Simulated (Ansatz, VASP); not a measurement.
## KBr in VASP and in Ansatz

```xyz
2
Lattice="0.0000 3.2348 3.2348 3.2348 0.0000 3.2348 3.2348 3.2348 0.0000" Properties=species:S:1:pos:R:3 pbc="T T T"
K     0.0000    0.0000    0.0000
Br    3.2348    3.2348    3.2348
```

Alike in both runs: task single point; functional r2SCAN; k mesh 6 × 6 × 6; no spin polarisation.

|  | VASP | Ansatz |
| --- | --- | --- |
| version | VASP 6.6.1 | Ansatz 0.2.0 |
| potentials or method | VASP PAW PBE potentials, release 64 (K_sv, Br) | plane waves, PAW |
| plane-wave cutoff (eV) | 520 | 500 |
| occupations | gaussian, width 0.01 eV | fixed |
| valence electrons in the cell | 16 | 16 |

```tsv
	VASP	Ansatz	Ansatz less VASP
gap on the k mesh at the Fermi level (eV)	5.26	5.26	-0.003
pressure (GPa)	1.2	1.2	-0.01
```

VASP's potentials were made for PBE, not for r2SCAN.
